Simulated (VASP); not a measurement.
Here is a VASP 6.6.1 calculation.

INCAR

```
PREC     = Accurate       # precision mode
ENCUT    = 600            # plane-wave cutoff, eV
EDIFF    = 1E-6           # SCF threshold, eV
ISMEAR   = 0              # smearing method
SIGMA    = 0.1            # smearing width, eV
LREAL    = False          # projectors in reciprocal space
LASPH    = True           # aspherical terms in the spheres
NELM     = 100            # most SCF steps
ALGO     = Fast           # electronic algorithm
ISIF     = 3              # what is computed and relaxed
LWAVE    = False          # write WAVECAR
LCHARG   = False          # write CHGCAR
GGA      = PE             # functional
IBRION   = 2              # ionic algorithm
NSW      = 100            # ionic steps
EDIFFG   = -0.01          # ionic threshold
```

The input KPOINTS:

```
Automatic mesh
0
Gamma
  12 12 16
```

The input POSCAR:

```
NbAl2
1.0
    4.4796350211      0.0000000000      0.0000000000
   -2.2398175106      3.8794777280      0.0000000000
    0.0000000000      0.0000000000      2.8323182853
Al Nb
2 1
Direct
    0.3333333333      0.6666666667      0.5000000000
    0.6666666667      0.3333333333      0.5000000000
    0.0000000000      0.0000000000      0.0000000000
```

Potentials or basis: VASP PAW PBE potentials, release 64 (Al, Nb_sv).

Command:

```console
$ cat potpaw_PBE.64/Al/POTCAR potpaw_PBE.64/Nb_sv/POTCAR > POTCAR
$ mpirun -np 1 vasp_std > vasp.out
```

Q: What does it give for the space group after relaxing (to 0.1 Å)?

A: P6/mmm (No. 191).

Q: Predict the band gap on the k mesh.

A: Zero (an odd number of electrons rules out a gap without spin polarisation).

Q: Predict the relaxed cell.

A: a = 4.485 Å, b = 4.485 Å, c = 2.823 Å, α = 90.00°, β = 90.00°, γ = 120.00°.

Final structure:
```yaml
crystal:
  lattice:
    - [4.48517, 0.00000, 0.00000]
    - [-2.24259, 3.88427, 0.00000]
    - [0.00000, 0.00000, 2.82251]
  atoms:
    - { symbol: Al, position: [0.33333, 0.66667, 0.50000] }
    - { symbol: Al, position: [0.66667, 0.33333, 0.50000] }
    - { symbol: Nb, position: [0.00000, 0.00000, 0.00000] }
```
